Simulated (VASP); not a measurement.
CoSi2: single point with PBEsol

Crystal: CoSi2.

```xyz
3
Lattice="0.0000 2.7891 2.5898 2.7891 0.0000 2.5898 2.7891 2.7891 0.0000" Properties=species:S:1:pos:R:3 pbc="T T T"
Co    0.0000    0.0000    0.0000
Si    1.3945    1.3945    1.2949
Si    4.1836    4.1836    3.8848
```

This cell differs from its parent crystal: strain +0.050 along x and y, -0.025 along z.

- Program: VASP 6.6.1
- Task: single point
- Functional: PBEsol
- Potentials or basis: VASP PAW PBE potentials, release 64 (Co, Si)
- Cutoff: 520 eV
- k mesh: 16 × 16 × 16
- Occupations: gaussian, width 0.15 eV
- Spin: no spin polarisation
- Dipole correction: no
- Further INCAR settings: ALGO = Normal; EDIFF = 1e-06; NBANDS = 16

```
Pressure               : -11.5 GPa
Band gap on the k mesh : zero (an odd number of electrons rules out a gap without spin polarisation)
```

Stress tensor (GPa, compression positive):
```
-14.00   0.00   0.00
  0.00 -14.00   0.00
  0.00   0.00  -6.58
```

Levels at points of the mesh, in eV from the Fermi level:
```
           k point  band 7  band 8  band 9  band 10  band 11  band 12
(0.00, 0.00, 0.00)    0.39    2.62    3.13     3.13     3.57     3.57
(0.50, 0.00, 0.00)   -1.47   -0.68   -0.27     2.67     3.06     3.19
(0.50, 0.50, 0.00)   -1.77   -1.62   -1.26     1.09     2.61     8.69
(0.50, 0.00, 0.50)   -1.88   -1.68   -1.16     1.55     3.00     8.15
```

It took 4.7 min on 1 thread of Intel Xeon 8259CL, on a shared host, peak memory 0.34 GiB.

Caveat: the cell differs from its parent crystal (strain +0.050 along x and y, -0.025 along z); the cell stands under tension; the PAW data sets were made with another functional, which shifts forces and pressure a little; the run has no spin polarisation, though such a crystal can be magnetic. Spin polarisation is off, so any magnetic state and its effect on volume and gap are missing.
